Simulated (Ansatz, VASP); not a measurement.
**MgFe3O in VASP and in Ansatz**

```
CELL_PARAMETERS angstrom
2.65879 1.53506 2.77692
-2.65879 1.53506 2.77692
0.00000 -3.07011 2.77692
ATOMIC_POSITIONS crystal
Mg 0.00000 0.00000 0.00000
Fe 0.50000 0.50000 0.00000
Fe 0.00000 0.50000 0.50000
Fe 0.50000 0.00000 0.50000
O 0.50000 0.50000 0.50000
```

Alike in both runs: task relaxation of cell and atoms; functional PBE; k mesh 4 × 4 × 4; occupations gaussian, width 0.2 eV; collinear spin.

```csv
,VASP,Ansatz
version,VASP 6.6.1,Ansatz 0.2.0
potentials or method,"VASP PAW PBE potentials, release 64 (Mg, Fe, O), cutoff 600 eV","scalar-relativistic, plane waves, PAW"
valence electrons in the cell,32,64
```

|  | VASP | Ansatz | Ansatz less VASP |
| --- | --- | --- | --- |
| gap on the k mesh at the Fermi level, each at its own relaxed structure (eV) | none | none | - |
| net moment per atom (μB) | 1.27 | 1.26 | -0.002 |
| size of the moment on the site where the two differ most (μB) | 2.19 | 2.04 | -0.147 |
| relaxed volume (Å³/atom) | 11.85 | 11.79 | -0.055 |
| relaxed cell length with the largest relative difference (Å) | 3.899 | 3.892 | -0.0061 |

Site moments also hang on the region over which each program counts them. A gap of «none» marks a metal or a gap that the smearing closes. VASP's potentials hold 32 valence electrons a cell and Ansatz's 64, so a difference there can come from the potentials and not from the codes.

The k mesh is coarse, so the values compare programs but aren't converged.
